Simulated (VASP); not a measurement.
Input of a VASP 6.6.1 run:

The input INCAR:

```
SYSTEM = Cu
ALGO = Fast
EDIFF = 1E-6
ENCUT = 520
GGA = RE
ISIF = 2
ISMEAR = -1
LASPH = .TRUE.
LCHARG = .FALSE.
LREAL = .FALSE.
LWAVE = .FALSE.
NBANDS = 18
NELM = 80
PREC = Accurate
SIGMA = 0.05
```

Contents of KPOINTS:

```
k-points
0
G
  12 12 7
  0 0 0
```

File POSCAR:

```
Cu
1.0
    2.5340966698      0.0000000000      0.0000000000
   -1.2670483349      2.1945920917      0.0000000000
    0.0000000000      0.0000000000      4.1125710000
Cu
2
Direct
    0.6666666667      0.3333333333      0.7500000000
    0.3333333333      0.6666666667      0.2500000000
```

Potentials or basis: VASP PAW PBE potentials, release 64 (Cu).

Command:

```sh
$ cat potpaw_PBE.64/Cu/POTCAR > POTCAR
$ mpirun -np 1 vasp_std > vasp.out
```

**Question.** Predict the band gap on the k mesh.

**Answer.** Zero (band 11 reaches 12.15 eV, above the bottom of band 12 at 6.18 eV).

**Question.** Predict the pressure.

**Answer.** 12.2 GPa.

Stress tensor (GPa, compression positive):
```
12.10  0.00  0.00
 0.00 12.10  0.00
 0.00  0.00 12.48
```

Caveat: the PAW data sets were made with another functional, which shifts forces and pressure a little.
